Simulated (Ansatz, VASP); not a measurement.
## Two plane-wave programs on Se

```
Se
1.0
    -1.67846    1.67846    1.67846
     1.67846   -1.67846    1.67846
     1.67846    1.67846   -1.67846
Se
1
Direct
  0.00000 0.00000 0.00000
```

Alike in both runs: functional LDA; k mesh 13 × 13 × 13; occupations fermi-dirac, width 0.1 eV; no spin polarisation.

Ansatz relaxed the structure, and its values are those at the end. VASP's run is a single point on that final structure, the one shown.

```csv
,VASP,Ansatz
version,VASP 6.6.1,Ansatz 0.2.0
potentials or method,"VASP PAW LDA potentials, release 64 (Se), cutoff 520 eV","plane waves (420 eV) with PAW, scalar-relativistic"
valence electrons in the cell,6,16
```

Ansatz gave:

| Item | Value |
| --- | --- |
| pressure (GPa) | 0.0 |

What did VASP give for the same quantities?

Pressure (GPa): 0.2.

Ansatz warns that its potentials were made for another functional, while VASP's fit it. LDA's correlation is that of Perdew and Zunger in VASP and of Perdew and Wang (1992) in Ansatz. VASP's potentials hold 6 valence electrons a cell and Ansatz's 16, so a difference there can come from the potentials and not from the codes.
